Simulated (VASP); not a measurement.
Here is a VASP 6.6.1 calculation.

INCAR

```
PREC = Accurate
ENCUT = 500
EDIFF = 1E-7
ISMEAR = 0
SIGMA = 0.05
LREAL = F
LASPH = T
NELM = 120
ALGO = Normal
ISIF = 3
LWAVE = F
LCHARG = F
GGA = PS
IBRION = 2
NSW = 60
EDIFFG = -0.03
PSTRESS = 300.0
GGA_COMPAT = F
NELMIN = 4
```

Contents of KPOINTS:

```
Automatic mesh
0
Gamma
  10 10 10
```

File POSCAR:

```
Rh
1.0
    2.6839650000      0.0000000000      0.0000000000
    1.3419825000      2.3243818729      0.0000000000
    1.3419825000      0.7747939576      2.1914482458
Rh
1
Direct
    0.0000000000      0.0000000000      0.0000000000
```

Potentials or basis: VASP PAW PBE potentials, release 64 (Rh_pv).

Run with:

```console
$ cat potpaw_PBE.64/Rh_pv/POTCAR > POTCAR
$ mpirun -np 1 vasp_std > vasp.out
```

Q: Predict the relaxed volume.

A: 12.43 Å³/atom.

Q: What does it give for the relaxed cell?

A: a = 2.600 Å, b = 2.600 Å, c = 2.600 Å, α = 60.00°, β = 60.00°, γ = 60.00°.

Final structure:
```xyz
1
Lattice="2.6001 0.0000 0.0000 1.3001 2.2518 0.0000 1.3001 0.7506 2.1230" Properties=species:S:1:pos:R:3 pbc="T T T"
Rh    0.0000    0.0000    0.0000
```

Caveat: the cell is relaxed towards a set pressure, so the enthalpy falls and the energy may rise; the PAW data sets were made with another functional, which shifts forces and pressure a little.
